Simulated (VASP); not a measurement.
# Sn (I4_1/amd) in VASP: single point with r2SCAN

Aim: the single point of Sn with r2SCAN.

All numbers are computed with VASP 6.6.1; they aren't measurements. Logs are shortened: lines on timing, memory, paths and dates and some standing lists are left out, and cuts for length are marked.

## 1. The cell of the first run

The structure is tetragonal, space group I4_1/amd (No. 141). The conventional cell has a = 5.792 Å, b = 5.792 Å, c = 3.199 Å, α = 90.00°, β = 90.00°, γ = 90.00°. Sn (site symmetry -4m2) has 10 Sn at 3.00 to 3.76 Å within 4.0 Å.

## 2. Single point, r2SCAN (strain -0.0150 x Voigt [1, 1, 0, 0, 0, 0])

POSCAR

```
Sn
1.0
   -2.8960383485      2.8960383485      1.5993019889
    2.8960383485     -2.8960383485      1.5993019889
    2.8960383485      2.8960383485     -1.5993019889
Sn
2
Direct
    0.7500000000      0.2500000000      0.5000000000
    0.0000000000      0.0000000000      0.0000000000
```

INCAR.step1

```
  PREC = Accurate
  ENCUT = 520
  ISMEAR = 0
  SIGMA = 0.15
  LREAL = False
  LASPH = True
  NELM = 100
  NBANDS = 21
  GGA = PE
  ALGO = Normal
  EDIFF = 1E-4
  LWAVE = True
  LCHARG = False
```

INCAR.step2

```
  PREC = Accurate
  ENCUT = 520
  EDIFF = 1E-6
  ISMEAR = 0
  SIGMA = 0.15
  LREAL = False
  LASPH = True
  NELM = 100
  ALGO = Normal
  ISIF = 2
  LWAVE = False
  LCHARG = True
  METAGGA = R2SCAN
  LMIXTAU = True
  LELF = True
  LVHAR = True
  NBANDS = 21
  ISTART = 1
```

KPOINTS

```
Automatic mesh
0
Gamma
  16 16 16
```

Potentials or basis: VASP PAW PBE potentials, release 64 (Sn_d).

Run with:

```
$ cat potpaw_PBE.64/Sn_d/POTCAR > POTCAR
$ cp INCAR.step1 INCAR
$ mpirun -np 1 vasp_std > vasp.out
$ cp INCAR.step2 INCAR
$ mpirun -np 1 vasp_std > vasp.out
```

OUTCAR:

```text
PREC = Accurate
   ENCUT = 520
   EDIFF = 1E-6
   ISMEAR = 0
   LREAL = False
   LASPH = True
   NELM = 100
   ISIF = 2
   METAGGA = R2SCAN
   ISTART = 1

 ion  position               nearest neighbor table
   1  0.750  0.250  0.500-   2 3.00   2 3.00   2 3.00   2 3.00
   2  0.000  0.000  0.000-   1 3.00   1 3.00   1 3.00   1 3.00

  LATTYP: Found a body centered tetragonal cell.
 ALAT       =     5.7920766970
 C/A-ratio  =     0.5522378492

  Lattice vectors:

 A1 = (  -2.8960383485,   2.8960383485,   1.5993019889)
 A2 = (   2.8960383485,  -2.8960383485,   1.5993019889)
 A3 = (   2.8960383485,   2.8960383485,  -1.5993019889)

Analysis of symmetry for initial positions (statically):
=====================================================================
 Subroutine PRICEL returns:
 Original cell was already a primitive cell.

 Routine SETGRP: Setting up the symmetry group for a
 body centered tetragonal supercell.

 Subroutine GETGRP returns: Found 16 space group operations
 (whereof  8 operations were pure point group operations)
 out of a pool of 16 trial point group operations.

The static configuration has the point symmetry D_2d.
 The point group associated with its full space group is D_4h.

Analysis of symmetry for dynamics (positions and initial velocities):
=====================================================================
 Subroutine PRICEL returns:
 Original cell was already a primitive cell.

 Routine SETGRP: Setting up the symmetry group for a
 body centered tetragonal supercell.

 Subroutine GETGRP returns: Found 16 space group operations
 (whereof  8 operations were pure point group operations)
 out of a pool of 16 trial point group operations.

The dynamic configuration has the point symmetry D_2d.
 The point group associated with its full space group is D_4h.

 Subroutine INISYM returns: Found 16 space group operations
 (whereof  8 operations are pure point group operations),
 and found     1 'primitive' translations

----------------------------------------------------------------------------------------

                                     Primitive cell

  volume of cell :      53.6536

  direct lattice vectors                    reciprocal lattice vectors
    -2.896038348  2.896038348  1.599301989     0.000000000  0.172649647  0.312636390
     2.896038348 -2.896038348  1.599301989     0.172649647  0.000000000  0.312636390
     2.896038348  2.896038348 -1.599301989     0.172649647  0.172649647  0.000000000

  length of vectors
     4.396799186  4.396799186  4.396799186     0.357140607  0.357140607  0.244163473

  position of ions in fractional coordinates (direct lattice)
     0.750000000  0.250000000  0.500000000
     0.000000000  0.000000000  0.000000000

  ion indices of the primitive-cell ions
   primitive index   ion index
                 1           1
                 2           2

----------------------------------------------------------------------------------------

 KPOINTS: Automatic mesh

Automatic generation of k-mesh.
 Grid dimensions read from file:
 generate k-points for:   16   16   16

 Generating k-lattice:

  Cartesian coordinates                     Fractional coordinates (reciprocal lattice)
     0.000000000  0.010790603  0.019539774     0.062500000  0.000000000 -0.000000000
     0.010790603  0.000000000  0.019539774     0.000000000  0.062500000 -0.000000000
     0.010790603  0.010790603  0.000000000     0.000000000  0.000000000  0.062500000

  Length of vectors
     0.022321288  0.022321288  0.015260217

  Shift w.r.t. Gamma in fractional coordinates (k-lattice)
     0.000000000  0.000000000  0.000000000

 Subroutine IBZKPT returns following result:
 ===========================================

 Found    349 irreducible k-points:

 Following reciprocal coordinates:
            Coordinates               Weight
  0.000000  0.000000  0.000000      1.000000
  0.062500  0.000000  0.000000      8.000000
  0.125000  0.000000  0.000000      8.000000
  0.187500  0.000000  0.000000      8.000000
  0.250000  0.000000  0.000000      8.000000
  0.312500 -0.000000  0.000000      8.000000
[... 16 lines left out ...]
 -0.125000  0.062500  0.000000     16.000000
 -0.062500  0.062500  0.000000      4.000000
 [... further k-points ...]
   k-points           NKPTS =    349   k-points in BZ     NKDIM =    349   number of bands    NBANDS=     21
   number of dos      NEDOS =    301   number of ions     NIONS =      2
   total plane-waves  NPLWV =  46656
   dimension x,y,z NGX =    36 NGY =   36 NGZ =   36
   dimension x,y,z NGXF=    72 NGYF=   72 NGZF=   72
   ions per type =               2
   NGX,Y,Z   is equivalent  to a cutoff of  13.61, 13.61, 13.61 a.u.
   NGXF,Y,Z  is equivalent  to a cutoff of  27.22, 27.22, 27.22 a.u.
 SYSTEM =  unknown system
   PREC   = accura    normal or accurate (medium, high low for compatibility)
   ISTART =      1    job   : 0-new  1-cont  2-samecut
   ICHARG =      0    charge: 1-file 2-atom 10-const
   ISPIN  =      1    spin polarized calculation?
   LNONCOLLINEAR =      F non collinear calculations
   LSORBIT =      F    spin-orbit coupling
   LASPH  =      T    aspherical Exc in radial PAW
   ENCUT  =  520.0 eV  38.22 Ry    6.18 a.u.   8.18  8.18  8.18*2*pi/ulx,y,z
   NELM   =    100;   NELMIN=  2; NELMDL=  0     # of ELM steps
   EDIFF  = 0.1E-05   stopping-criterion for ELM
   LREAL  =      F    real-space projection
[... 7 lines left out ...]
   TEBEG  =    0.0;   TEEND  =   0.0 temperature during run
   PSTRESS=    0.0 pullay stress
   NELECT =      28.0000    total number of electrons
   NUPDOWN=      -1.0000    fix difference up-down
   EMIN   =  10.00;   EMAX   =-10.00  energy-range for DOS
   EFERMI =   0.00;   METHOD = LEGACY
   ISMEAR =     0;   SIGMA  =   0.15  broadening in eV -4-tet -1-fermi 0-gaus
   EFERMI_NEDOS =   21; number of points for ismear=-14 and -15
   IALGO  =     38    algorithm
   IMIX   =      4    mixing-type and parameters
     AMIX     =   0.40;   BMIX     =  1.00
     AMIX_MAG =   1.60;   BMIX_MAG =  1.00
  volume/ion in A,a.u.               =      26.83       181.04
  Fermi-wavevector in a.u.,A,eV,Ry     =   1.318038  2.490730 23.636357  1.737223
  Thomas-Fermi vector in A             =   2.448036
   LORBIT       =      0    0 simple, 1 ext, 2 COOP (PROOUT), +10 PAW based schemes
   METAGGA = R2SCAN    functional components
   LHFCALC =     F    Hartree Fock is set to
   AEXX    =    0.0000 exact exchange contribution
   IVDW    =     0    specifies the selected vdW correction
   LEPSILON=     F    determine dielectric tensor
   LRPA    =     F    only Hartree local field effects (RPA)
 non-spin polarized calculation
 Gauss-broadening in eV      SIGMA  =   0.15
  energy-cutoff  :      520.00
  volume of cell :       53.65
 maximum number of plane-waves:      1464
 NGX is ok and might be reduce to    36
   NGX = 17   NGY = 17   NGZ = 17

 number of electron      28.0000009 magnetization

 Free energy of the ion-electron system (eV)
  ---------------------------------------------------
  ext. energy  EPLUGINS =         0.00000000
  ---------------------------------------------------
  free energy    TOTEN  =       -49.24019913 eV

  energy without entropy =      -49.23111041  energy(sigma->0) =      -49.23565477

 E-fermi :   8.0922     XC(G=0): -11.1893

 val. band max:        8.0916671539   @ k =  -0.0625   0.4375   0.0625
 cond. band min:       8.0964632238   @ k =  -0.3750  -0.3750   0.0625
 fundamental gap:      0.0047960699
 Fermi energy:         8.0921920615

 k-point     1 :       0.0000    0.0000    0.0000
  band No.  band energies     occupation
      1     -14.3245      2.00000
      2     -14.2112      2.00000
      3     -14.1773      2.00000
      4     -14.1526      2.00000
      5     -13.9967      2.00000
      6     -13.9967      2.00000
[... 13 lines left out ...]
     20      18.5842      0.00000
     21      19.1138      0.00000

 k-point     2 :       0.0625    0.0000    0.0000
  band No.  band energies     occupation
      1     -14.3218      2.00000
      2     -14.2033      2.00000
      3     -14.1741      2.00000
      4     -14.1431      2.00000
      5     -14.0031      2.00000
      6     -14.0023      2.00000
[... 13 lines left out ...]
     20      18.2847      0.00000
     21      18.4814      0.00000

 k-point     3 :       0.1250    0.0000    0.0000
  band No.  band energies     occupation
      1     -14.3137      2.00000
      2     -14.1815      2.00000
      3     -14.1649      2.00000
      4     -14.1183      2.00000
      5     -14.0179      2.00000
      6     -14.0105      2.00000
[... 13 lines left out ...]
     20      17.2404      0.00000
     21      17.4473      0.00000

 k-point     4 :       0.1875    0.0000    0.0000
  band No.  band energies     occupation
      1     -14.3007      2.00000
      2     -14.1524      2.00000
      3     -14.1511      2.00000
      4     -14.0916      2.00000
      5     -14.0366      2.00000
      6     -14.0092      2.00000
[... 13 lines left out ...]
     20      16.3826      0.00000
     21      17.1330      0.00000

 k-point     5 :       0.2500    0.0000    0.0000
  band No.  band energies     occupation
      1     -14.2849      2.00000
      2     -14.1356      2.00000
      3     -14.1275      2.00000
      4     -14.0834      2.00000
      5     -14.0553      2.00000
      6     -14.0106      2.00000
[... 13 lines left out ...]
     20      15.7340      0.00000
     21      17.4330      0.00000
[... 382 lines left out ...]
     20      16.7164      0.00000
     21      17.0657      0.00000

 k-point    22 :      -0.1875    0.0625    0.0000
  band No.  band energies     occupation
      1     -14.3039      2.00000
      2     -14.1847      2.00000
      3     -14.1564      2.00000
      4     -14.1280      2.00000
      5     -14.0174      2.00000
      6     -14.0030      2.00000
[... 13 lines left out ...]
     20      17.3654      0.00000
     21      17.6178      0.00000

 k-point    23 :      -0.1250    0.0625    0.0000
  band No.  band energies     occupation
      1     -14.3148      2.00000
      2     -14.2052      2.00000
      3     -14.1680      2.00000
      4     -14.1486      2.00000
      5     -14.0049      2.00000
      6     -13.9973      2.00000
[... 13 lines left out ...]
     20      18.3180      0.00000
     21      18.5659      0.00000

 k-point    24 :      -0.0625    0.0625    0.0000
  band No.  band energies     occupation
      1     -14.3210      2.00000
      2     -14.2122      2.00000
      3     -14.1742      2.00000
      4     -14.1553      2.00000
      5     -13.9986      2.00000
      6     -13.9943      2.00000
[... 13 lines left out ...]
     20      18.7775      0.00000
     21      18.9691      0.00000

 [... further k-points ...]

------------------------ aborting loop because EDIFF is reached ----------------------------------------

  FORCE on cell =-STRESS in cart. coord.  units (eV):
  Direction    XX          YY          ZZ          XY          YZ          ZX
  --------------------------------------------------------------------------------------
  -------------------------------------------------------------------------------------
  Total        0.7350701      0.7350701      0.1933612      0.0000000      0.0000000      0.0000000
  in kB       21.9502902     21.9502902      5.7740543      0.0000000      0.0000000      0.0000000
  external PRESSURE =      16.5582116 kB  Pullay stress =       0.0000000 kB

 VOLUME and BASIS-vectors are now :
 -----------------------------------------------------------------------------
  energy-cutoff  :      520.00
  volume of cell :       53.65
      direct lattice vectors                 reciprocal lattice vectors
    -2.896038348  2.896038348  1.599301989     0.000000000  0.172649647  0.312636390
     2.896038348 -2.896038348  1.599301989     0.172649647  0.000000000  0.312636390
     2.896038348  2.896038348 -1.599301989     0.172649647  0.172649647  0.000000000

 POSITION                                       TOTAL-FORCE (eV/Angst)
 -----------------------------------------------------------------------------------
     -0.00000      2.89604      0.79965        -0.000000      0.000000      0.000000
      0.00000      0.00000      0.00000         0.000000     -0.000000     -0.000000
 -----------------------------------------------------------------------------------
    total drift:                               -0.000000      0.000000     -0.000000

  FREE ENERGIE OF THE ION-ELECTRON SYSTEM (eV)
  ---------------------------------------------------
  free  energy   TOTEN  =       -49.2401991279 eV

  energy  without entropy=      -49.2311104137  energy(sigma->0) =      -49.23565477
```

Run time: 9.8 min. Hardware: 1 thread of Intel Xeon 6975P-C (Granite Rapids), shared host; peak memory 0.44 GiB.

Results:

```
Free energy            : -49.2402 eV
Pressure               : 1.7 GPa
Band gap on the k mesh : zero (band 14 reaches 9.89 eV, above the bottom of band 15 at 5.15 eV)
```

Stress tensor (GPa, compression positive):
```
2.20 0.00 0.00
0.00 2.20 0.00
0.00 0.00 0.58
```

Caveat: the cell differs from its parent crystal (strain -0.0150 x Voigt [1, 1, 0, 0, 0, 0]); the PAW data sets were made with another functional, which shifts forces and pressure a little; spin-orbit coupling is left out, which moves the levels of the heavy elements.
